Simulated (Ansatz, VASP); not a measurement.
**Two plane-wave programs on SnS**

```
Sn S
1.0
    11.44669    0.00000    0.00000
     0.00000    4.02543    0.00000
     0.00000    0.00000    4.44688
Sn S
4 4
Direct
  0.62159 0.25000 0.62978
  0.87841 0.75000 0.12978
  0.12159 0.25000 0.87022
  0.37841 0.75000 0.37022
  0.35000 0.25000 0.97682
  0.15000 0.75000 0.47682
  0.85000 0.25000 0.52318
  0.65000 0.75000 0.02318
```

Alike in both runs: functional PBE; k mesh 4 × 8 × 6; occupations gaussian, width 0.02 eV; no spin polarisation.

Ansatz relaxed the structure, and its values are those at the end. VASP's run is a single point on that final structure, the one shown.

|  | VASP | Ansatz |
| --- | --- | --- |
| version | VASP 6.6.1 | Ansatz 0.2.0 |
| potentials or method | VASP PAW PBE potentials, release 64 (Sn_d, S), cutoff 500 eV | scalar-relativistic, plane waves, PAW |
| valence electrons in the cell | 80 | 80 |

|  | VASP | Ansatz | Ansatz less VASP |
| --- | --- | --- | --- |
| gap on the k mesh at the Fermi level (eV) | 1.05 | 1.05 | 0.000 |
| least direct gap on the mesh (eV) | 1.32 | 1.33 | +0.006 |
| pressure (GPa) | -0.1 | 0.0 | +0.05 |

With one functional, cell and mesh, what is left measures potentials, basis and numerics.
